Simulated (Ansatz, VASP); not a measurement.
**GaAs: VASP beside Ansatz**

File INCAR:

```
SYSTEM = GaAs
  PREC = Accurate
  ENCUT = 500
  EDIFF = 1E-6
  ISMEAR = 0
  SIGMA = 0.01
  LREAL = .FALSE.
  LASPH = .TRUE.
  NELM = 120
  ALGO = Normal
  ISIF = 2
  LWAVE = .FALSE.
  LCHARG = .FALSE.
  GGA = PE
  NBANDS = 16
  GGA_COMPAT = .FALSE.
```

Contents of KPOINTS:

```
Automatic mesh
0
G
  6 6 6
  0 0 0
```

File POSCAR:

```
GaAs
1.0
    0.0000000000      2.9006943725      2.9006943725
    2.9006943725      0.0000000000      2.9006943725
    2.9006943725      2.9006943725      0.0000000000
Ga As
1 1
Direct
    0.0000000000      0.0000000000      0.0000000000
    0.2500000000      0.2500000000      0.2500000000
```

Input for Ansatz:

```yaml
crystal:
  lattice:
    - [0.0, 2.9006943725, 2.9006943725]
    - [2.9006943725, 0.0, 2.9006943725]
    - [2.9006943725, 2.9006943725, 0.0]
  atoms:
    - { symbol: Ga, position: [0.0, 0.0, 0.0] }
    - { symbol: As, position: [0.25, 0.25, 0.25] }
kpoints:
  mp_grid: { grid: [6, 6, 6] }
hamiltonian:
  xc: pbe
scf:
  occupations: { method: fixed }
  n_extra_bands: 4
output:
  forces: true
  stress: true
  eigenvalues: true
```

Alike in both runs: task single point; functional PBE; k mesh 6 × 6 × 6; no spin polarisation.

```csv
,VASP,Ansatz
version,VASP 6.6.1,Ansatz 0.2.0
potentials or method,"VASP PAW PBE potentials, release 64 (Ga_d, As)","plane waves, PAW"
plane-wave cutoff (eV),500,420
occupations,"gaussian, width 0.01 eV",fixed
valence electrons in the cell,18,28
```

Ansatz gave:

- gap on the k mesh at the Fermi level (eV): none
- pressure (GPa): -1.5

What did VASP give for the same quantities?

gap on the k mesh at the Fermi level (eV): none; pressure (GPa): -1.4.

A gap of «none» marks a metal or a gap that the smearing closes. VASP's potentials hold 18 valence electrons a cell and Ansatz's 28, so a difference there can come from the potentials and not from the codes. Ansatz's warnings: unresolved pair at count.
